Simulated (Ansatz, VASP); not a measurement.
Two plane-wave programs on CdO

The input INCAR:

```
SYSTEM = CdO
PREC = Accurate ; ENCUT = 600
EDIFF = 1E-6 ; ISMEAR = 0
SIGMA = 0.018 ; LREAL = .FALSE.
LASPH = .TRUE. ; NELM = 120
ALGO = Normal ; ISIF = 2
LWAVE = .FALSE. ; LCHARG = .TRUE.
GGA = PE ; IVDW = 13
LELF = .TRUE. ; LVHAR = .TRUE.
NBANDS = 16 ; GGA_COMPAT = .FALSE.
```

File KPOINTS:

```
regular mesh
0
G
  6 6 6
  0 0 0
```

The input POSCAR:

```
CdO
1.0
    0.0000000000      2.3185225105      2.3185225105
    2.3185225105      0.0000000000      2.3185225105
    2.3185225105      2.3185225105      0.0000000000
Cd O
1 1
Direct
    0.0000000000      0.0000000000      0.0000000000
    0.5000000000      0.5000000000      0.5000000000
```

Input for Ansatz:

```yaml
crystal:
  lattice:
    - [0.0, 2.3185225105, 2.3185225105]
    - [2.3185225105, 0.0, 2.3185225105]
    - [2.3185225105, 2.3185225105, 0.0]
  atoms:
    - { symbol: Cd, position: [0.0, 0.0, 0.0] }
    - { symbol: O, position: [0.5, 0.5, 0.5] }
basis:
  ecutwfc: 420
kpoints:
  mp_grid: { grid: [6, 6, 6] }
hamiltonian:
  xc: pbe
  dispersion: d4
scf:
  occupations: { method: gaussian, width: 0.018 }
  mixing: { algorithm: msr1, preconditioner: local_kerker, q_tf: 1.4 }
  initial_density: { chi_scale: 0, normalization: atom }
  max_iter: 76
output:
  forces: true
  stress: true
  eigenvalues: true
```

Alike in both runs: task single point; functional PBE; dispersion D4; k mesh 6 × 6 × 6; occupations gaussian, width 0.018 eV; no spin polarisation.

|  | VASP | Ansatz |
| --- | --- | --- |
| version | VASP 6.6.1 | Ansatz 0.2.0 |
| potentials or method | VASP PAW PBE potentials, release 64 (Cd, O), cutoff 600 eV | scalar-relativistic, plane waves, PAW |
| valence electrons in the cell | 18 | 26 |

```csv
,VASP,Ansatz,Ansatz less VASP
gap on the k mesh at the Fermi level (eV),none,none,-
pressure (GPa),10.6,9.0,-1.61
```

A gap of «none» marks a metal or a gap that the smearing closes. VASP's potentials hold 18 valence electrons a cell and Ansatz's 26, so a difference there can come from the potentials and not from the codes.

The k mesh is coarse, so the values compare programs but aren't converged.
